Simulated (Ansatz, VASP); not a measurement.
## Two plane-wave programs on SnSe2

File INCAR:

```
PREC     = Accurate       # precision mode
ENCUT    = 520            # plane-wave cutoff, eV
EDIFF    = 1E-7           # SCF threshold, eV
ISMEAR   = 0              # smearing method
SIGMA    = 0.05           # smearing width, eV
LREAL    = F              # projectors in reciprocal space
LASPH    = T              # aspherical terms in the spheres
NELM     = 100            # most SCF steps
ALGO     = Normal         # electronic algorithm
ISIF     = 2              # what is computed and relaxed
LWAVE    = F              # write WAVECAR
LCHARG   = F              # write CHGCAR
GGA      = PE             # functional
NBANDS   = 20             # bands
```

KPOINTS

```
regular mesh
0
Gamma
  12 12 6
```

File POSCAR:

```
SnSe2
1.0
    3.9184069144      0.0000000000      0.0000000000
   -1.9592034572      3.3934399303      0.0000000000
    0.0000000000      0.0000000000      5.8051664257
Sn Se
1 2
Direct
    0.0000000000      0.0000000000      0.0000000000
    0.3333333333      0.6666666667      0.2500000000
    0.6666666667      0.3333333333      0.7500000000
```

Input for Ansatz:

```yaml
crystal:
  lattice:
    - [3.9184069144, 0.0, 0.0]
    - [-1.9592034572, 3.3934399303, 0.0]
    - [0.0, 0.0, 5.8051664257]
  atoms:
    - { symbol: Sn, position: [0.0, 0.0, 0.0] }
    - { symbol: Se, position: [0.3333333333, 0.6666666667, 0.25] }
    - { symbol: Se, position: [0.6666666667, 0.3333333333, 0.75] }
basis:
  ecutwfc: 420
kpoints:
  mp_grid: { grid: [12, 12, 6] }
hamiltonian:
  xc: pbe
scf:
  occupations: { method: gaussian, width: 0.05 }
output:
  forces: true
  stress: true
  eigenvalues: true
```

Alike in both runs: task single point; functional PBE; k mesh 12 × 12 × 6; occupations gaussian, width 0.05 eV; no spin polarisation.

```csv
,VASP,Ansatz
version,VASP 6.6.1,Ansatz 0.2.0
potentials or method,"VASP PAW PBE potentials, release 64 (Sn_d, Se), cutoff 520 eV","scalar-relativistic, plane waves, PAW"
valence electrons in the cell,26,46
```

Ansatz gave:

```
gap on the k mesh at the Fermi level (eV)                     : 0.16
least direct gap on the mesh (eV)                             : 0.16
pressure (GPa)                                                : 5.0
traceless stress, the component that is largest in VASP (GPa) : 3.25
rms of the force components (eV/Å)                            : 0.504
```

Task: Estimate VASP's values.

Result: gap on the k mesh at the Fermi level (eV): 0.15; least direct gap on the mesh (eV): 0.15; pressure (GPa): 5.1; traceless stress, the component that is largest in VASP (GPa): 3.23; rms of the force components (eV/Å): 0.511.

Atom by atom the forces differ by 0.007 eV/Å (rms over components). VASP's potentials hold 26 valence electrons a cell and Ansatz's 46, so a difference there can come from the potentials and not from the codes.
